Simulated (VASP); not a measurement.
# Ga (I4/mmm) in VASP: a series of runs

Ga is run at these levels: pbe exchange, lda correlation, revPBE, HSE06; tasks: single point.

Everything below comes from runs of VASP 6.6.1. Logs are shortened: lines on timing, memory, paths and dates and some standing lists are left out, and cuts for length are marked.

## (1) The cell of the first run

The structure is tetragonal, space group I4/mmm (No. 139). The conventional cell has a = 2.769 Å, b = 2.769 Å, c = 4.622 Å, α = 90.00°, β = 90.00°, γ = 90.00°. Ga (site symmetry 4/mmm) has 12 Ga at 2.77 to 3.03 Å within 3.6 Å.

## (2) Single point, pbe exchange, lda correlation, collinear spin

The input, INCAR:

```
SYSTEM = Ga
PREC = Accurate
ENCUT = 500
EDIFF = 1E-6
ISMEAR = -1
SIGMA = 0.01
LREAL = .FALSE.
LASPH = .TRUE.
NELM = 200
ALGO = Normal
ISIF = 2
LWAVE = .FALSE.
LCHARG = .TRUE.
ISPIN = 2
MAGMOM = 0.5
LORBIT = 11
GGA = LIBXC
LIBXC1 = GGA_X_PBE
LIBXC2 = LDA_C_PW
LELF = .TRUE.
LVHAR = .TRUE.
NBANDS = 16
GGA_COMPAT = .FALSE.
```

The input, KPOINTS:

```
Automatic mesh
0
G
  13 13 13
  0 0 0
```

The input, POSCAR:

```
Ga
1.0
   -1.3843987196      1.3843987196      2.3112238365
    1.3843987196     -1.3843987196      2.3112238365
    1.3843987196      1.3843987196     -2.3112238365
Ga
1
Direct
    0.0000000000      0.0000000000      0.0000000000
```

Potentials or basis: VASP PAW PBE potentials, release 64 (Ga_d).

The run is started by

```console
cat potpaw_PBE.64/Ga_d/POTCAR > POTCAR
mpirun -np 1 vasp_std > vasp.out
```

OUTCAR:

```text
SYSTEM = Ga
   PREC = Accurate
   ENCUT = 500
   EDIFF = 1E-6
   ISMEAR = -1
   LREAL = .FALSE.
   LASPH = .TRUE.
   NELM = 200
   ISIF = 2
   ISPIN = 2
   LORBIT = 11
   GGA = LIBXC

 ion  position               nearest neighbor table
   1  0.000  0.000  0.000-

  LATTYP: Found a body centered tetragonal cell.
 ALAT       =     2.7687974392
 C/A-ratio  =     1.6694784557

  Lattice vectors:

 A1 = (  -1.3843987196,   1.3843987196,   2.3112238365)
 A2 = (   1.3843987196,  -1.3843987196,   2.3112238365)
 A3 = (   1.3843987196,   1.3843987196,  -2.3112238365)

Analysis of symmetry for initial positions (statically):
=====================================================================
 Subroutine PRICEL returns:
 Original cell was already a primitive cell.

 Routine SETGRP: Setting up the symmetry group for a
 body centered tetragonal supercell.

 Subroutine GETGRP returns: Found 16 space group operations
 (whereof 16 operations were pure point group operations)
 out of a pool of 16 trial point group operations.

The static configuration has the point symmetry D_4h.

Analysis of symmetry for dynamics (positions and initial velocities):
=====================================================================
 Subroutine PRICEL returns:
 Original cell was already a primitive cell.

 Routine SETGRP: Setting up the symmetry group for a
 body centered tetragonal supercell.

 Subroutine GETGRP returns: Found 16 space group operations
 (whereof 16 operations were pure point group operations)
 out of a pool of 16 trial point group operations.

The dynamic configuration has the point symmetry D_4h.

Analysis of structural, dynamic, and magnetic symmetry:
=====================================================================
 Subroutine PRICEL returns:
 Original cell was already a primitive cell.

 Routine SETGRP: Setting up the symmetry group for a
 body centered tetragonal supercell.

 Subroutine GETGRP returns: Found 16 space group operations
 (whereof 16 operations were pure point group operations)
 out of a pool of 16 trial point group operations.

The overall configuration has the point symmetry D_4h.

 Subroutine INISYM returns: Found 16 space group operations
 (whereof 16 operations are pure point group operations),
 and found     1 'primitive' translations

----------------------------------------------------------------------------------------

                                     Primitive cell

  volume of cell :      17.7184

  direct lattice vectors                    reciprocal lattice vectors
    -1.384398720  1.384398720  2.311223836     0.000000000  0.361167627  0.216335602
     1.384398720 -1.384398720  2.311223836     0.361167627  0.000000000  0.216335602
     1.384398720  1.384398720 -2.311223836     0.361167627  0.361167627  0.000000000

  length of vectors
     3.029005654  3.029005654  3.029005654     0.421002550  0.421002550  0.510768156

  position of ions in fractional coordinates (direct lattice)
     0.000000000  0.000000000  0.000000000

  ion indices of the primitive-cell ions
   primitive index   ion index
                 1           1

----------------------------------------------------------------------------------------

 KPOINTS: Automatic mesh

Automatic generation of k-mesh.
 Grid dimensions read from file:
 generate k-points for:   13   13   13

 Generating k-lattice:

  Cartesian coordinates                     Fractional coordinates (reciprocal lattice)
     0.000000000  0.027782125  0.016641200     0.076923077  0.000000000  0.000000000
     0.027782125  0.000000000  0.016641200     0.000000000  0.076923077  0.000000000
     0.027782125  0.027782125  0.000000000     0.000000000  0.000000000  0.076923077

  Length of vectors
     0.032384812  0.032384812  0.039289858

  Shift w.r.t. Gamma in fractional coordinates (k-lattice)
     0.000000000  0.000000000  0.000000000

 Subroutine IBZKPT returns following result:
 ===========================================

 Found    196 irreducible k-points:

 Following reciprocal coordinates:
            Coordinates               Weight
  0.000000  0.000000  0.000000      1.000000
  0.076923 -0.000000  0.000000      8.000000
  0.153846 -0.000000  0.000000      8.000000
  0.230769  0.000000  0.000000      8.000000
  0.307692 -0.000000  0.000000      8.000000
  0.384615  0.000000 -0.000000      8.000000
[... 16 lines left out ...]
  0.384615  0.153846  0.000000     16.000000
  0.461538  0.153846 -0.000000     16.000000
 [... further k-points ...]
   k-points           NKPTS =    196   k-points in BZ     NKDIM =    196   number of bands    NBANDS=     16
   number of dos      NEDOS =    301   number of ions     NIONS =      1
   total plane-waves  NPLWV =  13824
   dimension x,y,z NGX =    24 NGY =   24 NGZ =   24
   dimension x,y,z NGXF=    48 NGYF=   48 NGZF=   48
   ions per type =               1
   NGX,Y,Z   is equivalent  to a cutoff of  13.17, 13.17, 13.17 a.u.
   NGXF,Y,Z  is equivalent  to a cutoff of  26.34, 26.34, 26.34 a.u.
 SYSTEM =  Ga
   PREC   = accura    normal or accurate (medium, high low for compatibility)
   ISTART =      0    job   : 0-new  1-cont  2-samecut
   ICHARG =      2    charge: 1-file 2-atom 10-const
   ISPIN  =      2    spin polarized calculation?
   LNONCOLLINEAR =      F non collinear calculations
   LSORBIT =      F    spin-orbit coupling
   LASPH  =      T    aspherical Exc in radial PAW
   ENCUT  =  500.0 eV  36.75 Ry    6.06 a.u.   5.52  5.52  5.52*2*pi/ulx,y,z
   NELM   =    200;   NELMIN=  2; NELMDL= -5     # of ELM steps
   EDIFF  = 0.1E-05   stopping-criterion for ELM
   LREAL  =      F    real-space projection
   EDIFFG = 0.1E-04   stopping-criterion for IOM
   NSW    =      0    number of steps for IOM
   IBRION =     -1    ionic relax: 0-MD 1-quasi-New 2-CG
   NFREE  =      0    steps in history (QN), initial steepest desc. (CG)
   ISIF   =      2    stress and relaxation
   ISYM   =      2    0-nonsym 1-usesym 2-fastsym
   POTIM  = 0.5000    time-step for ionic-motion
   TEBEG  =    0.0;   TEEND  =   0.0 temperature during run
   PSTRESS=    0.0 pullay stress
   NELECT =      13.0000    total number of electrons
   NUPDOWN=      -1.0000    fix difference up-down
   EMIN   =  10.00;   EMAX   =-10.00  energy-range for DOS
   EFERMI =   0.00;   METHOD = LEGACY
[... 38 lines left out ...]
 cond. band min:       6.1789696736   @ k =   0.4615   0.3846   0.0000
 fundamental gap:      0.0112250565
 Fermi energy:         6.1714463542

 spin component 1

 k-point     1 :       0.0000    0.0000    0.0000
  band No.  band energies     occupation
      1      -9.2023      1.00000
      2      -9.0501      1.00000
      3      -9.0131      1.00000
      4      -9.0131      1.00000
      5      -8.8511      1.00000
      6      -5.2824      1.00000
[... 8 lines left out ...]
     15      25.2326      0.00000
     16      27.8945      0.00000

 k-point     2 :       0.0769   -0.0000    0.0000
  band No.  band energies     occupation
      1      -9.1919      1.00000
      2      -9.0471      1.00000
      3      -9.0162      1.00000
      4      -9.0069      1.00000
      5      -8.8565      1.00000
      6      -5.1220      1.00000
[... 8 lines left out ...]
     15      27.2270      0.00000
     16      28.4995      0.00000

 k-point     3 :       0.1538   -0.0000    0.0000
  band No.  band energies     occupation
      1      -9.1701      1.00000
      2      -9.0524      1.00000
      3      -9.0056      1.00000
      4      -8.9909      1.00000
      5      -8.8699      1.00000
      6      -4.6373      1.00000
[... 8 lines left out ...]
     15      28.6910      0.00000
     16      29.5333      0.00000

 k-point     4 :       0.2308    0.0000    0.0000
  band No.  band energies     occupation
      1      -9.1553      1.00000
      2      -9.0800      1.00000
      3      -8.9754      1.00000
      4      -8.9589      1.00000
      5      -8.8818      1.00000
      6      -3.8219      1.00000
[... 8 lines left out ...]
     15      28.0414      0.00000
     16      30.7694      0.00000
[... 324 lines left out ...]
 k-point    22 :       0.3077    0.1538    0.0000
  band No.  band energies     occupation
      1      -9.1029      1.00000
      2      -9.0934      1.00000
      3      -8.9912      1.00000
      4      -8.9073      1.00000
      5      -8.8871      1.00000
      6      -1.3416      1.00000
[... 8 lines left out ...]
     15      33.1748      0.00000
     16      35.3750      0.00000

 k-point    23 :       0.3846    0.1538    0.0000
  band No.  band energies     occupation
      1      -9.1287      1.00000
      2      -9.0868      1.00000
      3      -9.0067      1.00000
      4      -8.8981      1.00000
      5      -8.8402      1.00000
      6       0.2727      1.00000
[... 8 lines left out ...]
     15      32.5745      0.00000
     16      35.4933      0.00000

 k-point    24 :       0.4615    0.1538   -0.0000
  band No.  band energies     occupation
      1      -9.1443      1.00000
      2      -9.0817      1.00000
      3      -9.0157      1.00000
      4      -8.9022      1.00000
      5      -8.8078      1.00000
      6       1.7156      1.00000
[... 8 lines left out ...]
     15      32.5294      0.00000
     16      38.7957      0.00000

 [... further k-points ...]

 spin component 2

 k-point     1 :       0.0000    0.0000    0.0000
  band No.  band energies     occupation
      1      -9.2024      1.00000
      2      -9.0502      1.00000
      3      -9.0132      1.00000
      4      -9.0132      1.00000
      5      -8.8512      1.00000
      6      -5.2824      1.00000
[... 8 lines left out ...]
     15      25.2326      0.00000
     16      27.8947      0.00000

 k-point     2 :       0.0769   -0.0000    0.0000
  band No.  band energies     occupation
      1      -9.1920      1.00000
      2      -9.0472      1.00000
      3      -9.0163      1.00000
      4      -9.0070      1.00000
      5      -8.8566      1.00000
      6      -5.1220      1.00000
[... 8 lines left out ...]
     15      27.2270      0.00000
     16      28.4996      0.00000

 k-point     3 :       0.1538   -0.0000    0.0000
  band No.  band energies     occupation
      1      -9.1702      1.00000
      2      -9.0525      1.00000
      3      -9.0057      1.00000
      4      -8.9910      1.00000
      5      -8.8700      1.00000
      6      -4.6373      1.00000
[... 8 lines left out ...]
     15      28.6910      0.00000
     16      29.5332      0.00000

 k-point     4 :       0.2308    0.0000    0.0000
  band No.  band energies     occupation
      1      -9.1554      1.00000
      2      -9.0801      1.00000
      3      -8.9755      1.00000
      4      -8.9590      1.00000
      5      -8.8819      1.00000
      6      -3.8219      1.00000
[... 8 lines left out ...]
     15      28.0414      0.00000
     16      30.7695      0.00000
[... 324 lines left out ...]
 k-point    22 :       0.3077    0.1538    0.0000
  band No.  band energies     occupation
      1      -9.1030      1.00000
      2      -9.0935      1.00000
      3      -8.9913      1.00000
      4      -8.9074      1.00000
      5      -8.8872      1.00000
      6      -1.3416      1.00000
[... 8 lines left out ...]
     15      33.1748      0.00000
     16      35.3750      0.00000

 k-point    23 :       0.3846    0.1538    0.0000
  band No.  band energies     occupation
      1      -9.1288      1.00000
      2      -9.0869      1.00000
      3      -9.0068      1.00000
      4      -8.8982      1.00000
      5      -8.8403      1.00000
      6       0.2727      1.00000
[... 8 lines left out ...]
     15      32.5745      0.00000
     16      35.4933      0.00000

 k-point    24 :       0.4615    0.1538   -0.0000
  band No.  band energies     occupation
      1      -9.1444      1.00000
      2      -9.0818      1.00000
      3      -9.0158      1.00000
      4      -8.9023      1.00000
      5      -8.8079      1.00000
      6       1.7156      1.00000
[... 8 lines left out ...]
     15      32.5294      0.00000
     16      38.7957      0.00000

 [... further k-points ...]
[... 5 lines left out ...]
  --------------------------------------------------------------------------------------
  -------------------------------------------------------------------------------------
  Total        1.3046732      1.3046732      1.3529899      0.0000000      0.0000000      0.0000000
  in kB      117.9744459    117.9744459    122.3434573      0.0000000      0.0000000      0.0000000
  external PRESSURE =     119.4307830 kB  Pullay stress =       0.0000000 kB

 VOLUME and BASIS-vectors are now :
 -----------------------------------------------------------------------------
  energy-cutoff  :      500.00
  volume of cell :       17.72
      direct lattice vectors                 reciprocal lattice vectors
    -1.384398720  1.384398720  2.311223836     0.000000000  0.361167627  0.216335602
     1.384398720 -1.384398720  2.311223836     0.361167627  0.000000000  0.216335602
     1.384398720  1.384398720 -2.311223836     0.361167627  0.361167627  0.000000000

 POSITION                                       TOTAL-FORCE (eV/Angst)
 -----------------------------------------------------------------------------------
      0.00000      0.00000      0.00000        -0.000000      0.000000      0.000000
 -----------------------------------------------------------------------------------
    total drift:                                0.000000      0.000000      0.000000

  FREE ENERGIE OF THE ION-ELECTRON SYSTEM (eV)
  ---------------------------------------------------
  free  energy   TOTEN  =        -1.7516115105 eV

  energy  without entropy=       -1.7514123864  energy(sigma->0) =       -1.75151195

 total charge

# of ion       s       p       d       tot
------------------------------------------
    1        1.051   0.587   9.967  11.606

 magnetization (x)

# of ion       s       p       d       tot
------------------------------------------
    1       -0.000  -0.000  -0.000  -0.000
```

Wall time 40 s (1 thread of Intel Xeon 6975P-C (Granite Rapids), shared host); peak memory 0.2 GiB.

Results:

* Free energy: -1.7516 eV
* Pressure: 11.9 GPa
* Net moment: 0.00 μB per cell
* Valence electrons inside the program's atomic spheres: Ga 11.61

Stress tensor (GPa, compression positive):
```
11.80  0.00  0.00
 0.00 11.80  0.00
 0.00  0.00 12.23
```

Caveat: the cell stands under pressure; the PAW data sets were made with another functional, which shifts forces and pressure a little.

## (3) Single point, revPBE, non-collinear spin, zero start, spin-orbit coupling

The input, INCAR:

```
SYSTEM = Ga
ALGO = Normal ; EDIFF = 1E-6
ENCUT = 500 ; GGA = RE
GGA_COMPAT = .False. ; ISIF = 2
ISMEAR = 0 ; LASPH = .True.
LCHARG = .False. ; LORBIT = 11
LORBMOM = .True. ; LREAL = .False.
LSORBIT = .True. ; LWAVE = .False.
MAGMOM = 0 0 0 ; NBANDS = 24
NELM = 200 ; PREC = Accurate
SIGMA = 0.1
```

The input, KPOINTS:

```
k-points
0
Gamma
  13 13 13
  0 0 0
```

The input, POSCAR:

```
Ga
1.0
   -1.3843987200      1.3843987200      2.3112238350
    1.3843987200     -1.3843987200      2.3112238350
    1.3843987200      1.3843987200     -2.3112238350
Ga
1
Direct
    0.0000000000      0.0000000000      0.0000000000
```

Potentials or basis: VASP PAW PBE potentials, release 64 (Ga_d).

The run is started by

```console
cat potpaw_PBE.64/Ga_d/POTCAR > POTCAR
mpirun -np 1 vasp_ncl > vasp.out
```

Wall time 1.7 min (1 thread of AMD EPYC 9R45 (Zen 5), shared host); peak memory 0.23 GiB.

The run converged. Its results:

```
Free energy                                           : -2.5764 eV
Pressure                                              : 5.0 GPa
Net moment                                            : 0.00 μB per cell
Valence electrons inside the program's atomic spheres : Ga 11.56
```

Stress tensor (GPa, compression positive):
```
5.25 0.00 0.00
0.00 5.25 0.00
0.00 0.00 4.58
```

Moments on the atoms (μB; x, y, z):
```
Ga  0.00 0.00 0.00
```

Caveat: the cell stands under pressure; the PAW data sets were made with another functional, which shifts forces and pressure a little.

## (4) Single point, HSE06

This run uses another cell than the first one, of 16.66 Å³/atom.

The input, POSCAR:

```
Ga
1.0
   -1.3561377546      1.3561377546      2.2640427644
    1.3561377546     -1.3561377546      2.2640427644
    1.3561377546      1.3561377546     -2.2640427644
Ga
1
Direct
    0.0000000000      0.0000000000      0.0000000000
```

The input, INCAR.step1:

```
PREC     = Accurate       # precision mode
ENCUT    = 520            # plane-wave cutoff, eV
EDIFF    = 1E-5           # SCF threshold, eV
ISMEAR   = -1             # smearing method
SIGMA    = 0.05           # smearing width, eV
LREAL    = F              # projectors in reciprocal space
LASPH    = T              # aspherical terms in the spheres
NELM     = 60             # most SCF steps
ALGO     = Normal         # electronic algorithm
ISIF     = 2              # what is computed and relaxed
LWAVE    = T              # write WAVECAR
LCHARG   = F              # write CHGCAR
GGA      = PE             # functional
NBANDS   = 12             # bands
KPAR     = 4
```

The input, INCAR.step2:

```
PREC     = Accurate       # precision mode
ENCUT    = 520            # plane-wave cutoff, eV
EDIFF    = 1E-6           # SCF threshold, eV
ISMEAR   = -1             # smearing method
SIGMA    = 0.05           # smearing width, eV
LREAL    = F              # projectors in reciprocal space
LASPH    = T              # aspherical terms in the spheres
NELM     = 60             # most SCF steps
ALGO     = Normal         # electronic algorithm
ISIF     = 2              # what is computed and relaxed
LWAVE    = F              # write WAVECAR
LCHARG   = F              # write CHGCAR
GGA      = PE             # functional
LHFCALC  = T              # exact exchange
HFSCREEN = 0.2079         # screening, 1/A
PRECFOCK = Normal       
ISTART   = 1            
NBANDS   = 12             # bands
KPAR     = 4
```

The input, KPOINTS:

```
regular mesh
0
Gamma
  8 8 8
```

The run is started by

```console
cat potpaw_PBE.64/Ga_d/POTCAR > POTCAR
cp INCAR.step1 INCAR
mpirun -np 4 vasp_std > vasp.out
cp INCAR.step2 INCAR
mpirun -np 4 vasp_std > vasp.out
```

Wall time 40 min (4 MPI ranks of AMD EPYC 7R43 (Zen 3), shared host); peak memory 0.21 GiB.

It converged, with:

```yaml
Free_energy: -3.2644 eV
Pressure: 7.6 GPa
Band_gap_on_the_k_mesh: zero (an odd number of electrons rules out a gap without spin polarisation)
```

Stress tensor (GPa, compression positive):
```
7.49 0.00 0.00
0.00 7.49 0.00
0.00 0.00 7.95
```

Levels at points of the mesh, in eV from the Fermi level:
```tsv
k point	band 3	band 4	band 5	band 6	band 7	band 8	band 9	band 10
(0.00, 0.00, 0.00)	-18.17	-18.17	-17.98	-13.88	14.49	14.65	14.65	17.56
(0.50, 0.00, 0.00)	-18.15	-17.98	-17.91	-5.86	-5.48	8.89	12.81	14.14
(0.50, 0.50, 0.00)	-18.00	-17.97	-17.81	-2.83	-0.95	4.12	5.60	8.51
(0.50, 0.50, 0.50)	-17.93	-17.93	-17.92	-5.35	-5.14	7.99	7.99	10.96
```

Caveat: the cell stands under pressure; the PAW data sets were made with another functional, which shifts forces and pressure a little.

## (5) Overview

| level | spin | cell | k mesh | cutoff (eV) | smearing | grid for exact exchange (PRECFOCK) | share of exact exchange | screening parameter | gap on the mesh (eV) | pressure (GPa) | moment (μB) |
| --- | --- | --- | --- | --- | --- | --- | --- | --- | --- | --- | --- |
| pbe exchange, lda correlation | collinear | a = 3.029 Å, angles 125.6, 125.6, 80.5°, 1 atom | 13 × 13 × 13 | 500 | fermi-dirac 0.01 eV | - | - | - | none | 11.9 | 0.00 |
| revPBE | non-collinear, zero start, SOC | a = 3.029 Å, angles 125.6, 125.6, 80.5°, 1 atom | 13 × 13 × 13 | 500 | gaussian 0.1 eV | - | - | - | - | 5.0 | 0.00 |
| HSE06 | off | a = 2.967 Å, angles 125.6, 125.6, 80.5°, 1 atom | 8 × 8 × 8 | 520 | fermi-dirac 0.05 eV | Normal | 0.25 | 0.2079 1/Å | none | 7.6 | - |

Alike in all rows: task single point; potentials or basis VASP PAW PBE potentials, release 64 (Ga_d).

Caveats: the cell stands under pressure; the PAW data sets were made with another functional, which shifts forces and pressure a little.

Absolute energies hang on the potentials; compare differences alone.

The gap in the log of VASP goes by the Fermi energy; the results here count the filled bands.